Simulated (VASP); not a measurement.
A run of VASP 6.6.1:

Contents of INCAR:

```
  PREC = Accurate
  ENCUT = 520
  EDIFF = 1E-6
  ISMEAR = 1
  SIGMA = 0.2
  LREAL = F
  LASPH = T
  NELM = 60
  ALGO = Normal
  ISIF = 2
  LWAVE = F
  LCHARG = T
  GGA = PS
  LELF = T
  LVHAR = T
  NBANDS = 11
```

The input KPOINTS:

```
Automatic mesh
0
Gamma
  8 8 8
```

POSCAR

```
AlN
1.0
    0.0000000000      2.0188684454      2.0188684454
    2.0188684454      0.0000000000      2.0188684454
    2.0188684454      2.0188684454      0.0000000000
Al N
1 1
Direct
    0.0000000000      0.0000000000      0.0000000000
    0.5000000000      0.5000000000      0.5000000000
```

Potentials or basis: VASP PAW PBE potentials, release 64 (Al, N).

Launch:

```console
$ cat potpaw_PBE.64/Al/POTCAR potpaw_PBE.64/N/POTCAR > POTCAR
$ mpirun -np 1 vasp_std > vasp.out
```

Hardware: 1 thread of Intel(R) Xeon(R) Platinum 8259CL CPU @ 2.50GHz (Skylake/Cascade Lake), with other jobs on the host.

Question: How long does it take, and how much memory?

Answer: Run time: 5.4 s on 1 thread of Intel(R) Xeon(R) Platinum 8259CL CPU @ 2.50GHz (Skylake/Cascade Lake), with other jobs on the host, peak memory 0.13 GiB. Counts: scf iterations 12, k points 29.
